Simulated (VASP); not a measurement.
Set up this calculation in VASP 6.6.1, as the native input.

```
Task                   : relaxation of cell and atoms
Functional             : PBEsol
Potentials or basis    : VASP PAW PBE potentials, release 64 (Pb_d, O)
Cutoff                 : 600 eV
k mesh                 : 8 × 8 × 8
Occupations            : gaussian, width 0.1 eV
Spin                   : no spin polarisation
Dipole correction      : no
Further INCAR settings : ALGO = Normal; EDIFF = 1e-06; IBRION = 2; EDIFFG = -0.005; NSW = 100; ISIF = 3
```

The structure of Pb2O lies in POSCAR:

```
Pb2O
1.0
    5.3800000000      0.0000000000      0.0000000000
    0.0000000000      5.3800000000      0.0000000000
    0.0000000000      0.0000000000      5.3800000000
Pb O
4 2
Direct
    0.2500000000      0.2500000000      0.2500000000
    0.7500000000      0.7500000000      0.2500000000
    0.2500000000      0.7500000000      0.7500000000
    0.7500000000      0.2500000000      0.7500000000
    0.0000000000      0.0000000000      0.0000000000
    0.5000000000      0.5000000000      0.5000000000
```

The input as run:

INCAR

```
SYSTEM = Pb2O
ALGO = Normal
EDIFF = 1E-6
EDIFFG = -0.005
ENCUT = 600
GGA = PS
IBRION = 2
ISIF = 3
ISMEAR = 0
LASPH = .TRUE.
LCHARG = .FALSE.
LREAL = .FALSE.
LWAVE = .FALSE.
NELM = 80
NSW = 100
PREC = Accurate
SIGMA = 0.1
```

KPOINTS

```
k-points
0
G
  8 8 8
  0 0 0
```

Potentials or basis: VASP PAW PBE potentials, release 64 (Pb_d, O).

Command:

```sh
$ cat potpaw_PBE.64/Pb_d/POTCAR potpaw_PBE.64/O/POTCAR > POTCAR
$ mpirun -np 1 vasp_std > vasp.out
```

It gave:

```json
{
 "Pressure after relaxing": "0.0 GPa",
 "Band gap on the k mesh": "zero (bands 34 and 35 overlap by 0.90 eV)"
}
```

Caveat: the relaxation stopped at its first step, so nothing moved; the PAW data sets were made with another functional, which shifts forces and pressure a little; spin-orbit coupling is left out, which moves the levels of the heavy elements.

Run time: 5.4 min on 1 thread of Intel(R) Xeon(R) Platinum 8259CL CPU @ 2.50GHz (Skylake/Cascade Lake), on a shared host, peak memory 0.43 GiB.
